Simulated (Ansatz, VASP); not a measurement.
**Al2O3: VASP beside Ansatz**

The input INCAR:

```
PREC = Accurate ; ENCUT = 520
EDIFF = 1E-6 ; ISMEAR = 0
SIGMA = 0.05 ; LREAL = F
LASPH = T ; NELM = 80
ALGO = Normal ; ISIF = 2
LWAVE = F ; LCHARG = T
GGA = PS ; LELF = T
LVHAR = T ; NBANDS = 35
```

The input KPOINTS:

```
Automatic mesh
0
Gamma
  6 6 6
```

File POSCAR:

```
Al2O3
1.0
    2.5709366441      1.4843309635      3.7381418805
   -2.5709366441      1.4843309635      3.7381418805
    0.0000000000     -2.9686619271      3.7381418805
Al O
4 6
Direct
    0.8635618459      0.8635618459      0.8635618459
    0.6364381541      0.6364381541      0.6364381541
    0.1364381541      0.1364381541      0.1364381541
    0.3635618459      0.3635618459      0.3635618459
    0.0558571577      0.4441428423      0.7500000000
    0.7500000000      0.0558571577      0.4441428423
    0.4441428423      0.7500000000      0.0558571577
    0.9441428423      0.5558571577      0.2500000000
    0.2500000000      0.9441428423      0.5558571577
    0.5558571577      0.2500000000      0.9441428423
```

Input for Ansatz:

```yaml
crystal:
  lattice:
    - [2.5709366441, 1.4843309635, 3.7381418805]
    - [-2.5709366441, 1.4843309635, 3.7381418805]
    - [0.0, -2.9686619271, 3.7381418805]
  atoms:
    - { symbol: Al, position: [0.8635618459, 0.8635618459, 0.8635618459] }
    - { symbol: Al, position: [0.6364381541, 0.6364381541, 0.6364381541] }
    - { symbol: Al, position: [0.1364381541, 0.1364381541, 0.1364381541] }
    - { symbol: Al, position: [0.3635618459, 0.3635618459, 0.3635618459] }
    - { symbol: O, position: [0.0558571577, 0.4441428423, 0.75] }
    - { symbol: O, position: [0.75, 0.0558571577, 0.4441428423] }
    - { symbol: O, position: [0.4441428423, 0.75, 0.0558571577] }
    - { symbol: O, position: [0.9441428423, 0.5558571577, 0.25] }
    - { symbol: O, position: [0.25, 0.9441428423, 0.5558571577] }
    - { symbol: O, position: [0.5558571577, 0.25, 0.9441428423] }
basis:
  ecutwfc: 520.0
kpoints:
  mp_grid: { grid: [6, 6, 6] }
hamiltonian:
  xc: pbesol
  pseudopotentials: { kind: paw, azcp: { folder: soft_1 } }
scf:
  occupations: { method: gaussian, width: 0.05 }
output:
  forces: true
  stress: true
  eigenvalues: true
```

Alike in both runs: task single point; functional PBEsol; k mesh 6 × 6 × 6; occupations gaussian, width 0.05 eV; no spin polarisation.

```csv
,VASP,Ansatz
version,VASP 6.6.1,Ansatz 0.2.0
potentials or method,"VASP PAW PBE potentials, release 64 (Al, O), cutoff 520 eV","scalar-relativistic, plane waves, PAW"
valence electrons in the cell,48,48
```

|  | VASP | Ansatz | Ansatz less VASP |
| --- | --- | --- | --- |
| gap on the k mesh at the Fermi level (eV) | 3.22 | 3.22 | +0.003 |
| least direct gap on the mesh (eV) | 3.22 | 3.22 | +0.003 |
| pressure (GPa) | -2.3 | -2.3 | -0.05 |
| traceless stress, the component that is largest in VASP (GPa) | 42.11 | 42.16 | +0.044 |
| rms of the force components (eV/Å) | 0.283 | 0.285 | +0.0019 |

VASP's potentials were made for PBE, not for PBEsol, and Ansatz warns of the same on its side. Atom by atom the forces differ by 0.002 eV/Å (rms over components). The functional is the same, so the differences come from potentials, cutoffs and numerics.
